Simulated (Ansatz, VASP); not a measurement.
Al3Cu2: VASP beside Ansatz

File INCAR:

```
SYSTEM = Al3Cu2
ALGO = Fast ; EDIFF = 1E-6
ENCUT = 520 ; GGA = CA
ISIF = 2 ; ISMEAR = 0
LASPH = .True. ; LCHARG = .False.
LREAL = .False. ; LWAVE = .False.
NBANDS = 24 ; NELM = 80
PREC = Accurate ; SIGMA = 0.15
```

KPOINTS

```
k-points
0
Gamma
  12 12 8
  0 0 0
```

File POSCAR:

```
Al3Cu2
1.0
    3.9137657003      0.0000000000      0.0000000000
   -1.9568828501      3.3894205209      0.0000000000
    0.0000000000      0.0000000000      5.2767563181
Al Cu
3 2
Direct
    0.0000000000      0.0000000000      0.0000000000
    0.3639243918      0.6666666667      0.3508928116
    0.6360756082      0.3333333333      0.6491071884
    0.2825408191      0.6666666667      0.8415870660
    0.7174591809      0.3333333333      0.1584129340
```

Input for Ansatz:

```yaml
crystal:
  lattice:
    - [3.9137657003, 0.0, 0.0]
    - [-1.9568828501, 3.3894205209, 0.0]
    - [0.0, 0.0, 5.2767563181]
  atoms:
    - { symbol: Al, position: [0.0, 0.0, 0.0] }
    - { symbol: Al, position: [0.3639243918, 0.6666666667, 0.3508928116] }
    - { symbol: Al, position: [0.6360756082, 0.3333333333, 0.6491071884] }
    - { symbol: Cu, position: [0.2825408191, 0.6666666667, 0.841587066] }
    - { symbol: Cu, position: [0.7174591809, 0.3333333333, 0.158412934] }
basis:
  ecutwfc: 520.0
kpoints:
  mp_grid: { grid: [12, 12, 8] }
hamiltonian:
  xc: lda
  pseudopotentials: { kind: paw, azcp: { folder: soft_1 } }
scf:
  occupations: { method: gaussian, width: 0.15 }
output:
  forces: true
  stress: true
  eigenvalues: true
  write_density: true
  write_potential: true
  elf: true
  volumetric_format: npy
```

Change from the starting cell: mode 4 frozen in at -0.206 Å, strain +e along z and -e/2 along x and y +0.0700.

Alike in both runs: task single point; functional LDA; k mesh 12 × 12 × 8; occupations gaussian, width 0.15 eV; no spin polarisation.

```csv
,VASP,Ansatz
version,VASP 6.6.1,Ansatz 0.2.0
potentials or method,"VASP PAW LDA potentials, release 64 (Al, Cu), cutoff 520 eV","scalar-relativistic, plane waves, PAW"
valence electrons in the cell,31,47
```

|  | VASP | Ansatz | Ansatz less VASP |
| --- | --- | --- | --- |
| gap on the k mesh at the Fermi level (eV) | none | none | - |
| pressure (GPa) | 4.4 | 4.3 | -0.15 |
| traceless stress, the component that is largest in VASP (GPa) | -11.43 | -11.41 | +0.017 |
| rms of the force components (eV/Å) | 0.508 | 0.504 | -0.0047 |

Ansatz warns that its potentials were made for another functional, while VASP's fit it. LDA's correlation is that of Perdew and Zunger in VASP and of Perdew and Wang (1992) in Ansatz. Atom by atom the forces differ by 0.007 eV/Å (rms over components). A gap of «none» marks a metal or a gap that the smearing closes. VASP's potentials hold 31 valence electrons a cell and Ansatz's 47, so a difference there can come from the potentials and not from the codes.
